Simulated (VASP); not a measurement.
# HC18N in VASP: notebook

HC18N is run at these levels: PBE; tasks: single point.

Everything below comes from runs of VASP 6.6.1. Logs are shortened: lines on timing, memory, paths and dates and some standing lists are left out, and cuts for length are marked.

## (1) The cell of the first run

The cell holds a slab with vacuum, 20 atoms: a = 7.398 Å, b = 7.398 Å, c = 12.000 Å, α = 90.00°, β = 90.00°, γ = 120.00°.

## (2) Single point, PBE

File INCAR:

```
PREC = Accurate
ENCUT = 520
EDIFF = 1E-6
ISMEAR = -1
SIGMA = 0.05
LREAL = Auto
LASPH = T
NELM = 100
ALGO = Normal
ISIF = 2
LWAVE = F
LCHARG = T
GGA = PE
LELF = T
LVHAR = T
NBANDS = 55
```

File KPOINTS:

```
regular mesh
0
Gamma
  2 2 1
```

File POSCAR:

```
HC18N
1.0
    7.3980000000      0.0000000000      0.0000000000
   -3.6990000000      6.4068560000      0.0000000000
    0.0000000000      0.0000000000     12.0000000000
C N H
18 1 1
Direct
    0.0207787499      0.0151909142      0.0811302500
    0.2436943044      0.1273618449      0.0772583333
    0.0194429673      0.3510803115      0.0774310833
    0.2425744728      0.4632897946      0.0821854167
    0.0221928980      0.6845777398      0.0752734167
    0.2423272135      0.7942927077      0.0774646667
    0.3536281343      0.0173606212      0.0777581667
    0.5769748543      0.1291073188      0.0774530000
    0.3558132674      0.3504264806      0.0813152500
    0.5737083909      0.4567533592      0.0832555833
    0.3492561746      0.6809397620      0.0868258333
    0.5731251591      0.7977810021      0.1121868333
    0.6899138211      0.0222691130      0.0866632500
    0.9071879863      0.1280464240      0.0822679167
    0.6867576675      0.3493371788      0.0756267500
    0.9097422994      0.4612115521      0.0761427500
    0.6922875456      0.6803093436      0.1081640000
    0.9156241268      0.7978997811      0.0824415833
    0.6450786266      0.7431234602      0.2167397500
    0.5226719693      0.6110589968      0.2507490000
```

Potentials or basis: VASP PAW PBE potentials, release 64 (C, N, H).

Started as:

```console
cat potpaw_PBE.64/C/POTCAR potpaw_PBE.64/N/POTCAR potpaw_PBE.64/H/POTCAR > POTCAR
mpirun -np 1 vasp_std > vasp.out
```

OUTCAR:

```text
PREC = Accurate
   ENCUT = 520
   EDIFF = 1E-6
   ISMEAR = -1
   LREAL = Auto
   LASPH = T
   NELM = 100
   ISIF = 2
   GGA = PE

 ion  position               nearest neighbor table
   1  0.021  0.015  0.081-  18 1.39   2 1.43  14 1.45
   2  0.244  0.127  0.077-   7 1.41   1 1.43   9 1.43
   3  0.019  0.351  0.077-  16 1.41  14 1.43   4 1.43
   4  0.243  0.463  0.082-  11 1.40   3 1.43   9 1.45
   5  0.022  0.685  0.075-   6 1.41  18 1.41  16 1.43
   6  0.242  0.794  0.077-   5 1.41  11 1.42   7 1.43
   7  0.354  0.017  0.078-   2 1.41   6 1.43   8 1.43
   8  0.577  0.129  0.077-  15 1.41  13 1.41   7 1.43
   9  0.356  0.350  0.081-  10 1.40   2 1.43   4 1.45
  10  0.574  0.457  0.083-   9 1.40  15 1.42  17 1.46
  11  0.349  0.681  0.087-   4 1.40   6 1.42  12 1.47
  12  0.573  0.798  0.112-  11 1.47  13 1.47  19 1.50  17 1.52
  13  0.690  0.022  0.087-  14 1.39   8 1.41  12 1.47
  14  0.907  0.128  0.082-  13 1.39   3 1.43   1 1.45
  15  0.687  0.349  0.076-   8 1.41  10 1.42  16 1.43
  16  0.910  0.461  0.076-   3 1.41  15 1.43   5 1.43
  17  0.692  0.680  0.108-  10 1.46  18 1.46  19 1.48  12 1.52
  18  0.916  0.798  0.082-   1 1.39   5 1.41  17 1.46
  19  0.645  0.743  0.217-  20 1.03  17 1.48  12 1.50
  20  0.523  0.611  0.251-  19 1.03

  LATTYP: Found a hexagonal cell.
 ALAT       =     7.3980000000
 C/A-ratio  =     1.6220600162

  Lattice vectors:

 A1 = (   7.3980000000,   0.0000000000,   0.0000000000)
 A2 = (  -3.6990000000,   6.4068560000,   0.0000000000)
 A3 = (   0.0000000000,   0.0000000000,  12.0000000000)

Analysis of symmetry for initial positions (statically):
=====================================================================
 Subroutine PRICEL returns:
 Original cell was already a primitive cell.

 Routine SETGRP: Setting up the symmetry group for a
 hexagonal supercell.

 Subroutine GETGRP returns: Found  1 space group operations
 (whereof  1 operations were pure point group operations)
 out of a pool of 24 trial point group operations.

The static configuration has the point symmetry C_1 .

Analysis of symmetry for dynamics (positions and initial velocities):
=====================================================================
 Subroutine PRICEL returns:
 Original cell was already a primitive cell.

 Routine SETGRP: Setting up the symmetry group for a
 hexagonal supercell.

 Subroutine GETGRP returns: Found  1 space group operations
 (whereof  1 operations were pure point group operations)
 out of a pool of 24 trial point group operations.

The dynamic configuration has the point symmetry C_1 .

 Subroutine INISYM returns: Found  1 space group operations
 (whereof  1 operations are pure point group operations),
 and found     1 'primitive' translations

----------------------------------------------------------------------------------------

                                     Primitive cell

  volume of cell :     568.7750

  direct lattice vectors                    reciprocal lattice vectors
     7.398000000  0.000000000  0.000000000     0.135171668  0.078041398  0.000000000
    -3.699000000  6.406856000  0.000000000     0.000000000  0.156082796  0.000000000
     0.000000000  0.000000000 12.000000000     0.000000000  0.000000000  0.083333333

  length of vectors
     7.398000000  7.398000054 12.000000000     0.156082797  0.156082796  0.083333333

  position of ions in fractional coordinates (direct lattice)
     0.020778750  0.015190914  0.081130250
     0.243694304  0.127361845  0.077258333
     0.019442967  0.351080311  0.077431083
     0.242574473  0.463289795  0.082185417
     0.022192898  0.684577740  0.075273417
     0.242327213  0.794292708  0.077464667
[... 12 lines left out ...]
     0.645078627  0.743123460  0.216739750
     0.522671969  0.611058997  0.250749000

  ion indices of the primitive-cell ions
   primitive index   ion index
                 1           1
                 2           2
                 3           3
                 4           4
                 5           5
                 6           6
[... 12 lines left out ...]
                19          19
                20          20

----------------------------------------------------------------------------------------

 KPOINTS: regular mesh

Automatic generation of k-mesh.
 Grid dimensions read from file:
 generate k-points for:    2    2    1

 Generating k-lattice:

  Cartesian coordinates                     Fractional coordinates (reciprocal lattice)
     0.067585834  0.039020699  0.000000000     0.500000000  0.000000000  0.000000000
     0.000000000  0.078041398  0.000000000     0.000000000  0.500000000  0.000000000
     0.000000000  0.000000000  0.083333333     0.000000000  0.000000000  1.000000000

  Length of vectors
     0.078041399  0.078041398  0.083333333

  Shift w.r.t. Gamma in fractional coordinates (k-lattice)
     0.000000000  0.000000000  0.000000000

 Subroutine IBZKPT returns following result:
 ===========================================

 Found      4 irreducible k-points:

 Following reciprocal coordinates:
            Coordinates               Weight
  0.000000  0.000000  0.000000      1.000000
  0.500000  0.000000  0.000000      1.000000
  0.000000  0.500000  0.000000      1.000000
  0.500000  0.500000  0.000000      1.000000
   k-points           NKPTS =      4   k-points in BZ     NKDIM =      4   number of bands    NBANDS=     55
   number of dos      NEDOS =    301   number of ions     NIONS =     20
   total plane-waves  NPLWV = 282240
   dimension x,y,z NGX =    56 NGY =   56 NGZ =   90
   dimension x,y,z NGXF=   112 NGYF=  112 NGZF=  180
   ions per type =              18   1   1
   NGX,Y,Z   is equivalent  to a cutoff of  12.58, 12.58, 12.47 a.u.
   NGXF,Y,Z  is equivalent  to a cutoff of  25.17, 25.17, 24.94 a.u.
 SYSTEM =  unknown system
   PREC   = accura    normal or accurate (medium, high low for compatibility)
   ISTART =      0    job   : 0-new  1-cont  2-samecut
   ICHARG =      2    charge: 1-file 2-atom 10-const
   ISPIN  =      1    spin polarized calculation?
   LNONCOLLINEAR =      F non collinear calculations
   LSORBIT =      F    spin-orbit coupling
   LASPH  =      T    aspherical Exc in radial PAW
   ENCUT  =  520.0 eV  38.22 Ry    6.18 a.u.  13.76 13.76 22.31*2*pi/ulx,y,z
   NELM   =    100;   NELMIN=  2; NELMDL= -5     # of ELM steps
   EDIFF  = 0.1E-05   stopping-criterion for ELM
   LREAL  =      T    real-space projection
   EDIFFG = 0.1E-04   stopping-criterion for IOM
   NSW    =      0    number of steps for IOM
   IBRION =     -1    ionic relax: 0-MD 1-quasi-New 2-CG
   NFREE  =      0    steps in history (QN), initial steepest desc. (CG)
   ISIF   =      2    stress and relaxation
   ISYM   =      2    0-nonsym 1-usesym 2-fastsym
   POTIM  = 0.5000    time-step for ionic-motion
   TEBEG  =    0.0;   TEEND  =   0.0 temperature during run
   PSTRESS=    0.0 pullay stress
   NELECT =      78.0000    total number of electrons
   NUPDOWN=      -1.0000    fix difference up-down
   EMIN   =  10.00;   EMAX   =-10.00  energy-range for DOS
   EFERMI =   0.00;   METHOD = LEGACY
   ISMEAR =    -1;   SIGMA  =   0.05  broadening in eV -4-tet -1-fermi 0-gaus
   EFERMI_NEDOS =   21; number of points for ismear=-14 and -15
   IALGO  =     38    algorithm
   IMIX   =      4    mixing-type and parameters
     AMIX     =   0.40;   BMIX     =  1.00
     AMIX_MAG =   1.60;   BMIX_MAG =  1.00
  volume/ion in A,a.u.               =      28.44       191.91
  Fermi-wavevector in a.u.,A,eV,Ry     =   0.844228  1.595359  9.697146  0.712720
  Thomas-Fermi vector in A             =   1.959222
   LORBIT       =      0    0 simple, 1 ext, 2 COOP (PROOUT), +10 PAW based schemes
   GGA     = PE    functional components
   LHFCALC =     F    Hartree Fock is set to
   AEXX    =    0.0000 exact exchange contribution
   IVDW    =     0    specifies the selected vdW correction
   LEPSILON=     F    determine dielectric tensor
   LRPA    =     F    only Hartree local field effects (RPA)
 non-spin polarized calculation
  energy-cutoff  :      520.00
  volume of cell :      568.78
 maximum number of plane-waves:     15363
 NGX is ok and might be reduce to    56
   NGX = 27   NGY = 27   NGZ = 45

 number of electron      78.0000000 magnetization

 Free energy of the ion-electron system (eV)
  ---------------------------------------------------
  ext. energy  EPLUGINS =         0.00000000
  ---------------------------------------------------
  free energy    TOTEN  =      -175.13735301 eV

  energy without entropy =     -175.11871281  energy(sigma->0) =     -175.12803291

 E-fermi :  -1.5988     XC(G=0):  -3.8278

 val. band max:       -1.6970464968   @ k =   0.0000   0.0000   0.0000
 cond. band min:      -1.5005736414   @ k =   0.0000   0.0000   0.0000
 fundamental gap:      0.1964728553
 Fermi energy:        -1.5988111154

 k-point     1 :       0.0000    0.0000    0.0000
  band No.  band energies     occupation
      1     -22.7002      2.00000
      2     -20.6362      2.00000
      3     -18.7041      2.00000
      4     -18.6783      2.00000
      5     -18.6320      2.00000
      6     -18.5622      2.00000
[... 43 lines left out ...]
     50       4.2990      0.00000
     51       4.3862      0.00000

 k-point     2 :       0.5000    0.0000    0.0000
  band No.  band energies     occupation
      1     -22.6576      2.00000
      2     -20.5186      2.00000
      3     -19.9600      2.00000
      4     -19.2215      2.00000
      5     -18.3998      2.00000
      6     -16.7998      2.00000
[... 43 lines left out ...]
     50       4.0594      0.00000
     51       4.2302      0.00000

 k-point     3 :       0.0000    0.5000    0.0000
  band No.  band energies     occupation
      1     -22.6575      2.00000
      2     -20.5188      2.00000
      3     -19.9612      2.00000
      4     -19.2221      2.00000
      5     -18.3953      2.00000
      6     -16.8014      2.00000
[... 43 lines left out ...]
     50       4.0792      0.00000
     51       4.2303      0.00000

 k-point     4 :       0.5000    0.5000    0.0000
  band No.  band energies     occupation
      1     -22.6557      2.00000
      2     -20.5612      2.00000
      3     -19.8824      2.00000
      4     -19.3027      2.00000
      5     -18.2861      2.00000
      6     -16.8904      2.00000
[... 43 lines left out ...]
     50       4.2281      0.00000
     51       4.4863      0.00000
 [bands above 51 left out]

------------------------ aborting loop because EDIFF is reached ----------------------------------------

  FORCE on cell =-STRESS in cart. coord.  units (eV):
  Direction    XX          YY          ZZ          XY          YZ          ZX
  --------------------------------------------------------------------------------------
  -------------------------------------------------------------------------------------
  Total        5.7112358      4.3216458      0.2607880     -0.6894493      0.2389536     -0.6568104
  in kB       16.0879289     12.1736052      0.7346113     -1.9421035      0.6731063     -1.8501632
  external PRESSURE =       9.6653818 kB  Pullay stress =       0.0000000 kB

 VOLUME and BASIS-vectors are now :
 -----------------------------------------------------------------------------
  energy-cutoff  :      520.00
  volume of cell :      568.78
      direct lattice vectors                 reciprocal lattice vectors
     7.398000000  0.000000000  0.000000000     0.135171668  0.078041398  0.000000000
    -3.699000000  6.406856000  0.000000000     0.000000000  0.156082796  0.000000000
     0.000000000  0.000000000 12.000000000     0.000000000  0.000000000  0.083333333

 POSITION                                       TOTAL-FORCE (eV/Angst)
 -----------------------------------------------------------------------------------
      0.09753      0.09733      0.97356         0.011925     -0.011667      0.003345
      1.33174      0.81599      0.92710         0.015589     -0.008265      0.009052
     -1.15481      2.24932      0.92917         0.017378      0.001937     -0.004725
      0.08086      2.96823      0.98623         0.017989     -0.006979     -0.000827
     -2.36807      4.38599      0.90328         0.001031      0.010273     -0.004420
     -1.14535      5.08892      0.92958         0.018832      0.013230     -0.010577
[... 12 lines left out ...]
      2.02348      4.76108      2.60088        -0.207111      0.051683      0.235317
      1.60642      3.91497      3.00899        -0.167976      0.083542      0.036997
 -----------------------------------------------------------------------------------
    total drift:                                0.005449     -0.012916     -0.012640

  FREE ENERGIE OF THE ION-ELECTRON SYSTEM (eV)
  ---------------------------------------------------
  free  energy   TOTEN  =      -175.1373530129 eV

  energy  without entropy=     -175.1187128071  energy(sigma->0) =     -175.12803291
```

It took 2.9 min on 1 thread of Intel Xeon 6975P-C (Granite Rapids), shared host; peak memory 0.59 GiB.

Results:

| Item | Value |
| --- | --- |
| Free energy | -175.1374 eV |
| Largest force | 0.318 eV/Å |
| Band gap on the k mesh | 0.20 eV |

Forces on the atoms (eV/Å):
```
C    0.012 -0.012  0.003
C    0.016 -0.008  0.009
C    0.017  0.002 -0.005
C    0.018 -0.007 -0.001
C    0.001  0.010 -0.004
C    0.019  0.013 -0.011
C    0.017 -0.017 -0.009
C    0.000 -0.007 -0.003
C    0.020  0.000  0.002
C    0.017 -0.044 -0.044
C    0.039  0.005  0.014
C   -0.065  0.051 -0.047
C    0.007 -0.038  0.032
C    0.034 -0.005  0.004
C    0.006 -0.012  0.000
C    0.018 -0.011 -0.009
C    0.145 -0.071 -0.145
C    0.055  0.015 -0.057
N   -0.207  0.052  0.235
H   -0.168  0.084  0.037
```

Caveat: the k points lie up to 0.49 Å⁻¹ apart.

(Continued in part 2 of 2.)
